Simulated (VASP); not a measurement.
As, 1 atom in the cell. The structure is cubic, space group Im-3m (No. 229). Conventional cell: a = 3.315 Å, b = 3.315 Å, c = 3.315 Å, α = 90.00°, β = 90.00°, γ = 90.00°. Within 3.8 Å of As (site symmetry m-3m) lie 14 As at 2.87 to 3.31 Å. 

* Program: VASP 6.6.1
* Task: single point
* Functional: PBEsol
* Potentials or basis: VASP PAW PBE potentials, release 64 (As)
* Cutoff: 520 eV
* k mesh: 17 × 17 × 17
* Occupations: methfessel-paxton, width 0.1 eV
* Spin: no spin polarisation
* Dipole correction: no
* Further INCAR settings: ALGO = Normal; EDIFF = 1e-06; NBANDS = 8

Potentials or basis: VASP PAW PBE potentials, release 64 (As).

Command:

```bash
$ cat potpaw_PBE.64/As/POTCAR > POTCAR
$ mpirun -np 1 vasp_std > vasp.out
```

Hardware: 1 thread of Intel(R) Xeon(R) Platinum 8375C CPU @ 2.90GHz (Ice Lake), with other jobs on the host.

Problem. How long does it take, and how much memory?

Solution. It took 20 s on 1 thread of Intel(R) Xeon(R) Platinum 8375C CPU @ 2.90GHz (Ice Lake), on a shared host, peak memory 0.15 GiB. Counts: scf iterations 9, k points 165.
